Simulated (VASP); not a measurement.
# SbAsSe4 (P1) in VASP: single point with PBEsol

Aim: the single point of SbAsSe4 with PBEsol.

All numbers are computed with VASP 6.6.1; they aren't measurements. Logs are shortened: lines on timing, memory, paths and dates and some standing lists are left out, and cuts for length are marked.

**1. The cell of the first run**

The typed cell holds 6 atoms: a = 6.301 Å, b = 6.343 Å, c = 5.514 Å, α = 108.58°, β = 108.48°, γ = 115.72°.

**2. Single point, PBEsol**

The input, INCAR:

```
SYSTEM = SbAsSe4
ALGO     = Normal         ! electronic algorithm
EDIFF    = 1E-6           ! SCF threshold, eV
ENCUT    = 520            ! plane-wave cutoff, eV
GGA      = PS             ! functional
ISIF     = 2              ! what is computed and relaxed
ISMEAR   = -1             ! smearing method
LASPH    = .TRUE.         ! aspherical terms in the spheres
LCHARG   = .FALSE.        ! write CHGCAR
LREAL    = .FALSE.        ! projectors in reciprocal space
LWAVE    = .FALSE.        ! write WAVECAR
NBANDS   = 26             ! bands
NELM     = 100            ! most SCF steps
PREC     = Accurate       ! precision mode
SIGMA    = 0.05           ! smearing width, eV
```

The input, KPOINTS:

```
k-points
0
G
  4 4 4
  0 0 0
```

The input, POSCAR:

```
SbAsSe4
1.0
   -3.7633273293      3.7886239493      3.3452629319
    3.8190300393     -3.7710826902      3.3812991671
    3.1033178987      3.1143634718     -3.3285577805
Sb As Se
1 1 4
Direct
    0.0889571564      0.1297614720     -0.1116460518
    0.6271325523      0.7740854082      0.1002654140
    0.5669994583      0.7081076093      0.6189195103
   -0.0527635950      0.4434824208      0.7654206772
    0.7655101701      0.2378677586      0.2410609894
    0.1034737371     -0.0730134523      0.4031722604
```

Potentials or basis: VASP PAW PBE potentials, release 64 (Sb, As, Se).

Launch:

```sh
$ cat potpaw_PBE.64/Sb/POTCAR potpaw_PBE.64/As/POTCAR potpaw_PBE.64/Se/POTCAR > POTCAR
$ mpirun -np 1 vasp_std > vasp.out
```

OUTCAR:

```text
SYSTEM = SbAsSe4
   EDIFF = 1E-6
   ENCUT = 520
   GGA = PS
   ISIF = 2
   ISMEAR = -1
   LASPH = .TRUE.
   LREAL = .FALSE.
   NELM = 100
   PREC = Accurate

 ion  position               nearest neighbor table
   1  0.089  0.130  0.888-   6 2.62   3 2.63   4 2.69
   2  0.627  0.774  0.100-   3 2.43   5 2.43   6 2.45
   3  0.567  0.708  0.619-   2 2.43   1 2.63
   4  0.947  0.443  0.765-   5 2.36   1 2.69
   5  0.766  0.238  0.241-   4 2.36   2 2.43
   6  0.103  0.927  0.403-   2 2.45   1 2.62

  LATTYP: Found a triclinic cell.
 ALAT       =     5.5977380966
 B/A-ratio  =     1.5801383349
 C/A-ratio  =     1.1256968339
 COS(alpha) =     0.0059179722
 COS(beta)  =     0.3216139526
 COS(gamma) =     0.7994155100

  Lattice vectors:

 A1 = (   3.1590206087,   3.1319047309,   3.3980043185)
 A2 = (   6.2623385074,   6.2462682027,   0.0694465380)
 A3 = (  -3.7633273293,   3.7886239493,   3.3452629319)

Analysis of symmetry for initial positions (statically):
=====================================================================
 Subroutine PRICEL returns:
 Original cell was already a primitive cell.

 Routine SETGRP: Setting up the symmetry group for a
 triclinic supercell.

 Subroutine GETGRP returns: Found  1 space group operations
 (whereof  1 operations were pure point group operations)
 out of a pool of  2 trial point group operations.

The static configuration has the point symmetry C_1 .

Analysis of symmetry for dynamics (positions and initial velocities):
=====================================================================
 Subroutine PRICEL returns:
 Original cell was already a primitive cell.

 Routine SETGRP: Setting up the symmetry group for a
 triclinic supercell.

 Subroutine GETGRP returns: Found  1 space group operations
 (whereof  1 operations were pure point group operations)
 out of a pool of  2 trial point group operations.

The dynamic configuration has the point symmetry C_1 .

 Subroutine INISYM returns: Found  1 space group operations
 (whereof  1 operations are pure point group operations),
 and found     1 'primitive' translations

----------------------------------------------------------------------------------------

                                     Primitive cell

  volume of cell :     159.2444

  direct lattice vectors                    reciprocal lattice vectors
    -3.763327329  3.788623949  3.345262932     0.012695401  0.145720058  0.148179219
     3.819030039 -3.771082690  3.381299167     0.144614274  0.013470098  0.147431674
     3.103317899  3.114363472 -3.328557781     0.159664820  0.160134922 -0.001739779

  length of vectors
     6.301356052  6.343440640  5.514448178     0.208212847  0.206956107  0.226139503

  position of ions in fractional coordinates (direct lattice)
     0.088957156  0.129761472  0.888353948
     0.627132552  0.774085408  0.100265414
     0.566999458  0.708107609  0.618919510
     0.947236405  0.443482421  0.765420677
     0.765510170  0.237867759  0.241060989
     0.103473737  0.926986548  0.403172260

  ion indices of the primitive-cell ions
   primitive index   ion index
                 1           1
                 2           2
                 3           3
                 4           4
                 5           5
                 6           6

----------------------------------------------------------------------------------------

 KPOINTS: k-points

Automatic generation of k-mesh.
 Grid dimensions read from file:
 generate k-points for:    4    4    4

 Generating k-lattice:

  Cartesian coordinates                     Fractional coordinates (reciprocal lattice)
     0.003173850  0.036430015  0.037044805     0.250000000  0.000000000 -0.000000000
     0.036153568  0.003367524  0.036857919     0.000000000  0.250000000  0.000000000
     0.039916205  0.040033730 -0.000434945    -0.000000000 -0.000000000  0.250000000

  Length of vectors
     0.052053212  0.051739027  0.056534876

  Shift w.r.t. Gamma in fractional coordinates (k-lattice)
     0.000000000  0.000000000  0.000000000

 Subroutine IBZKPT returns following result:
 ===========================================

 Found     36 irreducible k-points:

 Following reciprocal coordinates:
            Coordinates               Weight
  0.000000  0.000000  0.000000      1.000000
  0.250000  0.000000  0.000000      2.000000
  0.500000  0.000000  0.000000      1.000000
  0.000000  0.250000  0.000000      2.000000
  0.250000  0.250000  0.000000      2.000000
  0.500000  0.250000 -0.000000      2.000000
[... 16 lines left out ...]
  0.000000 -0.250000  0.250000      2.000000
  0.250000 -0.250000  0.250000      2.000000
 [... further k-points ...]
   k-points           NKPTS =     36   k-points in BZ     NKDIM =     36   number of bands    NBANDS=     26
   number of dos      NEDOS =    301   number of ions     NIONS =      6
   total plane-waves  NPLWV =  96768
   dimension x,y,z NGX =    48 NGY =   48 NGZ =   42
   dimension x,y,z NGXF=    96 NGYF=   96 NGZF=   84
   ions per type =               1   1   4
   NGX,Y,Z   is equivalent  to a cutoff of  12.66, 12.58, 12.66 a.u.
   NGXF,Y,Z  is equivalent  to a cutoff of  25.33, 25.16, 25.32 a.u.
 SYSTEM =  SbAsSe4
   PREC   = accura    normal or accurate (medium, high low for compatibility)
   ISTART =      0    job   : 0-new  1-cont  2-samecut
   ICHARG =      2    charge: 1-file 2-atom 10-const
   ISPIN  =      1    spin polarized calculation?
   LNONCOLLINEAR =      F non collinear calculations
   LSORBIT =      F    spin-orbit coupling
   LASPH  =      T    aspherical Exc in radial PAW
   ENCUT  =  520.0 eV  38.22 Ry    6.18 a.u.  11.72 11.79 10.25*2*pi/ulx,y,z
   NELM   =    100;   NELMIN=  2; NELMDL= -5     # of ELM steps
   EDIFF  = 0.1E-05   stopping-criterion for ELM
   LREAL  =      F    real-space projection
   EDIFFG = 0.1E-04   stopping-criterion for IOM
   NSW    =      0    number of steps for IOM
   IBRION =     -1    ionic relax: 0-MD 1-quasi-New 2-CG
   NFREE  =      0    steps in history (QN), initial steepest desc. (CG)
   ISIF   =      2    stress and relaxation
   ISYM   =      2    0-nonsym 1-usesym 2-fastsym
   POTIM  = 0.5000    time-step for ionic-motion
   TEBEG  =    0.0;   TEEND  =   0.0 temperature during run
   PSTRESS=    0.0 pullay stress
   NELECT =      34.0000    total number of electrons
   NUPDOWN=      -1.0000    fix difference up-down
   EMIN   =  10.00;   EMAX   =-10.00  energy-range for DOS
   EFERMI =   0.00;   METHOD = LEGACY
   ISMEAR =    -1;   SIGMA  =   0.05  broadening in eV -4-tet -1-fermi 0-gaus
   EFERMI_NEDOS =   21; number of points for ismear=-14 and -15
   IALGO  =     38    algorithm
   IMIX   =      4    mixing-type and parameters
     AMIX     =   0.40;   BMIX     =  1.00
     AMIX_MAG =   1.60;   BMIX_MAG =  1.00
  volume/ion in A,a.u.               =      26.54       179.11
  Fermi-wavevector in a.u.,A,eV,Ry     =   0.978467  1.849035 13.026198  0.957399
  Thomas-Fermi vector in A             =   2.109245
   LORBIT       =      0    0 simple, 1 ext, 2 COOP (PROOUT), +10 PAW based schemes
   GGA     = PS    functional components
   LHFCALC =     F    Hartree Fock is set to
   AEXX    =    0.0000 exact exchange contribution
   IVDW    =     0    specifies the selected vdW correction
   LEPSILON=     F    determine dielectric tensor
   LRPA    =     F    only Hartree local field effects (RPA)
 non-spin polarized calculation
  energy-cutoff  :      520.00
  volume of cell :      159.24
 maximum number of plane-waves:      4328
 NGX is ok and might be reduce to    48
   NGX = 23   NGY = 23   NGZ = 21

 number of electron      34.0000000 magnetization

 Free energy of the ion-electron system (eV)
  ---------------------------------------------------
  ext. energy  EPLUGINS =         0.00000000
  ---------------------------------------------------
  free energy    TOTEN  =       -25.46595299 eV

  energy without entropy =      -25.46588732  energy(sigma->0) =      -25.46592015

 E-fermi :   3.9348     XC(G=0):  -9.3420

 val. band max:        3.5581224396   @ k =   0.5000   0.0000   0.5000
 cond. band min:       4.2612282646   @ k =  -0.0000   0.5000   0.5000
 fundamental gap:      0.7031058250
 Fermi energy:         3.9347625770

 k-point     1 :       0.0000    0.0000    0.0000
  band No.  band energies     occupation
      1     -11.6152      2.00000
      2      -9.7570      2.00000
      3      -8.8694      2.00000
      4      -8.1288      2.00000
      5      -5.9527      2.00000
      6      -4.7828      2.00000
[... 18 lines left out ...]
     25       9.9707      0.00000
     26      10.4238      0.00000

 k-point     2 :       0.2500    0.0000    0.0000
  band No.  band energies     occupation
      1     -11.4876      2.00000
      2      -9.8209      2.00000
      3      -9.0088      2.00000
      4      -8.2273      2.00000
      5      -5.8646      2.00000
      6      -4.8901      2.00000
[... 18 lines left out ...]
     25       9.7016      0.00000
     26      10.4924      0.00000

 k-point     3 :       0.5000    0.0000    0.0000
  band No.  band energies     occupation
      1     -11.3355      2.00000
      2      -9.8974      2.00000
      3      -9.1718      2.00000
      4      -8.3093      2.00000
      5      -5.8079      2.00000
      6      -4.9525      2.00000
[... 18 lines left out ...]
     25       9.2340      0.00000
     26      10.0571      0.00000

 k-point     4 :       0.0000    0.2500    0.0000
  band No.  band energies     occupation
      1     -11.4371      2.00000
      2      -9.9960      2.00000
      3      -8.9317      2.00000
      4      -8.1533      2.00000
      5      -5.9688      2.00000
      6      -4.8382      2.00000
[... 18 lines left out ...]
     25      10.1189      0.00000
     26      10.4992      0.00000
[... 496 lines left out ...]
      1     -11.0731      2.00000
      2     -10.1269      2.00000
      3      -9.2764      2.00000
      4      -8.2461      2.00000
      5      -6.2701      2.00000
      6      -5.1435      2.00000
[... 18 lines left out ...]
     25       9.9548      0.00000
     26      10.2272      0.00000

 k-point    23 :       0.0000   -0.2500    0.2500
  band No.  band energies     occupation
      1     -11.4082      2.00000
      2      -9.7758      2.00000
      3      -9.1987      2.00000
      4      -8.1838      2.00000
      5      -6.2637      2.00000
      6      -4.8564      2.00000
[... 18 lines left out ...]
     25       9.8527      0.00000
     26      10.3271      0.00000

 k-point    24 :       0.2500   -0.2500    0.2500
  band No.  band energies     occupation
      1     -11.2945      2.00000
      2      -9.8310      2.00000
      3      -9.2964      2.00000
      4      -8.2359      2.00000
      5      -6.1259      2.00000
      6      -5.1081      2.00000
[... 18 lines left out ...]
     25      10.0041      0.00000
     26      10.3906      0.00000

 [... further k-points ...]
[... 5 lines left out ...]
  --------------------------------------------------------------------------------------
  -------------------------------------------------------------------------------------
  Total        0.2010945      0.2370639      0.1391339      0.0627417     -0.0192336      0.0009845
  in kB        2.0232358      2.3851284      1.3998427      0.6312515     -0.1935117      0.0099047
  external PRESSURE =       1.9360690 kB  Pullay stress =       0.0000000 kB

 VOLUME and BASIS-vectors are now :
 -----------------------------------------------------------------------------
  energy-cutoff  :      520.00
  volume of cell :      159.24
      direct lattice vectors                 reciprocal lattice vectors
    -3.763327329  3.788623949  3.345262932     0.012695401  0.145720058  0.148179219
     3.819030039 -3.771082690  3.381299167     0.144614274  0.013470098  0.147431674
     3.103317899  3.114363472 -3.328557781     0.159664820  0.160134922 -0.001739779

 POSITION                                       TOTAL-FORCE (eV/Angst)
 -----------------------------------------------------------------------------------
      2.91763      2.61434     -2.22059         0.023469      0.051305      0.015710
      0.90731     -0.23091      4.38160        -0.003116      0.004514     -0.062681
      2.49118      1.40536      2.23098        -0.034259     -0.045044     -0.008058
      0.50426      4.30011      2.12055         0.038650      0.007090     -0.004509
     -1.22435      2.75396      2.56275        -0.003086     -0.039762      0.035864
      4.40196     -1.84809      2.13858        -0.021658      0.021897      0.023674
 -----------------------------------------------------------------------------------
    total drift:                               -0.000540      0.000284      0.000881

  FREE ENERGIE OF THE ION-ELECTRON SYSTEM (eV)
  ---------------------------------------------------
  free  energy   TOTEN  =       -25.4659529867 eV

  energy  without entropy=      -25.4658873161  energy(sigma->0) =      -25.46592015
```

Wall time 66 s (1 thread of Intel Xeon 6975P-C (Granite Rapids), shared host); peak memory 0.38 GiB.

What came out:

```yaml
Free_energy: -25.4660 eV
Pressure: 0.2 GPa
Largest_force: 0.063 eV/Å
Band_gap_on_the_k_mesh: 0.70 eV, indirect (least direct gap 0.73 eV)
```

Forces on the atoms (eV/Å):
```
Sb   0.023  0.051  0.016
As  -0.003  0.005 -0.063
Se  -0.034 -0.045 -0.008
Se   0.039  0.007 -0.005
Se  -0.003 -0.040  0.036
Se  -0.022  0.022  0.024
```

Caveat: the PAW data sets were made with another functional, which shifts forces and pressure a little; spin-orbit coupling is left out, which moves the levels of the heavy elements. A hybrid or GW would open this gap; PBEsol tends to underestimate it.
